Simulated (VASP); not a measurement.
Write the native input for VASP 6.6.1 that does the following.

| Quantity | Value |
| --- | --- |
| Task | single point |
| Functional | LDA |
| Potentials or basis | VASP PAW LDA potentials, release 64 (Zr_sv) |
| Cutoff | 500 eV |
| k mesh | 10 × 10 × 10 |
| Occupations | fermi-dirac, width 0.05 eV |
| Spin | no spin polarisation |
| Dipole correction | no |
| Further INCAR settings | ALGO = Normal; EDIFF = 1e-06; NBANDS = 12 |

The structure of Zr lies in POSCAR:

```
Zr
1.0
   -1.7730508568      1.7730508568      1.7730508568
    1.7730508568     -1.7730508568      1.7730508568
    1.7730508568      1.7730508568     -1.7730508568
Zr
1
Direct
    0.0000000000      0.0000000000      0.0000000000
```

The input as run:

INCAR

```
  PREC = Accurate
  ENCUT = 500
  EDIFF = 1E-6
  ISMEAR = -1
  SIGMA = 0.05
  LREAL = F
  LASPH = T
  NELM = 120
  ALGO = Normal
  ISIF = 2
  LWAVE = F
  LCHARG = F
  GGA = CA
  NBANDS = 12
  GGA_COMPAT = F
```

KPOINTS

```
Automatic mesh
0
Gamma
  10 10 10
```

Potentials or basis: VASP PAW LDA potentials, release 64 (Zr_sv).

Run with:

```console
$ cat potpaw_LDA.64/Zr_sv/POTCAR > POTCAR
$ mpirun -np 1 vasp_std > vasp.out
```

Results of the run:

- Pressure: -5.3 GPa
- Band gap on the k mesh: zero (band 6 reaches 10.10 eV, above the bottom of band 7 at 8.41 eV)

It took 6 s on 1 thread of Intel Xeon 6975P-C, on a shared host, peak memory 0.13 GiB.
